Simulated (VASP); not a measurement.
Wanted: the native input for a VASP 6.6.1 run.

```
Task                   : single point
Functional             : r2SCAN
Potentials or basis    : VASP PAW PBE potentials, release 64 (Ga_d, N)
Cutoff                 : 520 eV
k mesh                 : 12 × 12 × 6
Occupations            : gaussian, width 0.05 eV
Spin                   : no spin polarisation
Dipole correction      : no
Further INCAR settings : ALGO = Normal; EDIFF = 1e-06; NBANDS = 26
```

The system is GaN.

```
Ga N
1.0
     3.42889    0.00000    0.00000
    -1.71444    2.96950    0.00000
     0.00000    0.00000    4.46709
Ga N
2 2
Direct
  0.33333 0.66667 0.99911
  0.66667 0.33333 0.49911
  0.33333 0.66667 0.37589
  0.66667 0.33333 0.87589
```

This cell differs from its parent crystal: ratio of the length along z to the lengths across it x 0.8, volume and fractional coordinates fixed.

The input as run:

POSCAR

```
GaN
1.0
    3.4288888430      0.0000000000      0.0000000000
   -1.7144444215      2.9695048448      0.0000000000
    0.0000000000      0.0000000000      4.4670878286
Ga N
2 2
Direct
    0.3333333333      0.6666666667      0.9991101048
    0.6666666667      0.3333333333      0.4991101048
    0.3333333333      0.6666666667      0.3758898952
    0.6666666667      0.3333333333      0.8758898952
```

INCAR.step1

```
PREC = Accurate
ENCUT = 520
ISMEAR = 0
SIGMA = 0.05
LREAL = False
LASPH = True
NELM = 100
NBANDS = 26
GGA = PE
ALGO = Normal
EDIFF = 1E-4
LWAVE = True
LCHARG = False
```

INCAR.step2

```
PREC = Accurate
ENCUT = 520
EDIFF = 1E-6
ISMEAR = 0
SIGMA = 0.05
LREAL = False
LASPH = True
NELM = 100
ALGO = Normal
ISIF = 2
LWAVE = False
LCHARG = False
METAGGA = R2SCAN
LMIXTAU = True
NBANDS = 26
ISTART = 1
```

KPOINTS

```
regular mesh
0
Gamma
  12 12 6
```

Potentials or basis: VASP PAW PBE potentials, release 64 (Ga_d, N).

Command:

```console
$ cat potpaw_PBE.64/Ga_d/POTCAR potpaw_PBE.64/N/POTCAR > POTCAR
$ cp INCAR.step1 INCAR
$ mpirun -np 1 vasp_std > vasp.out
$ cp INCAR.step2 INCAR
$ mpirun -np 1 vasp_std > vasp.out
```

Results of the run:

| Item | Value |
| --- | --- |
| Pressure | 17.0 GPa |
| Largest force | 5.628 eV/Å |
| Band gap on the k mesh | 2.24 eV |

Caveat: the stress differs along the axes, from -19 to 88 GPa; the PAW data sets were made with another functional, which shifts forces and pressure a little.

Wall time 9.7 min on 1 thread of Intel Xeon 8259CL, on a shared host, peak memory 0.22 GiB.
